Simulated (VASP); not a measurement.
Wanted: the native input for a VASP 6.6.1 run.

```
Task                   : single point
Functional             : PBE
Potentials or basis    : VASP PAW PBE potentials, release 64 (I, Cu)
Cutoff                 : 520 eV
k mesh                 : 7 × 7 × 7
Occupations            : fermi-dirac, width 0.05 eV
Spin                   : no spin polarisation
Dipole correction      : no
Further INCAR settings : ALGO = Normal; EDIFF = 1e-07; NBANDS = 26
```

The structure of CuI lies in POSCAR:

```
CuI
1.0
    2.2074159194      1.2744521753      6.8377690325
   -2.2074159194      1.2744521753      6.8377690325
    0.0000000000     -2.5489043505      6.8377690325
I Cu
2 2
Direct
    0.5000000000      0.5000000000      0.5000000000
    0.0000000000      0.0000000000      0.0000000000
    0.8770150000      0.8770150000      0.8770150000
    0.1229850000      0.1229850000      0.1229850000
```

These files were run (other wordings do the same):

INCAR

```
PREC = Accurate
ENCUT = 520
EDIFF = 1E-7
ISMEAR = -1
SIGMA = 0.05
LREAL = F
LASPH = T
NELM = 100
ALGO = Normal
ISIF = 2
LWAVE = F
LCHARG = F
GGA = PE
NBANDS = 26
```

KPOINTS

```
Automatic mesh
0
Gamma
  7 7 7
```

Potentials or basis: VASP PAW PBE potentials, release 64 (I, Cu).

Launch:

```console
$ cat potpaw_PBE.64/I/POTCAR potpaw_PBE.64/Cu/POTCAR > POTCAR
$ mpirun -np 1 vasp_std > vasp.out
```

Results of the run:

```yaml
Pressure: 0.7 GPa
Band_gap_on_the_k_mesh: zero (filled and empty bands touch)
```

Caveat: semilocal functionals underestimate gaps, and a narrow one can read as zero; spin-orbit coupling is left out, which moves the levels of the heavy elements.

Wall time 6.5 min on 1 thread of Intel(R) Xeon(R) Platinum 8259CL CPU @ 2.50GHz (Skylake/Cascade Lake), with other jobs on the host, peak memory 0.46 GiB.
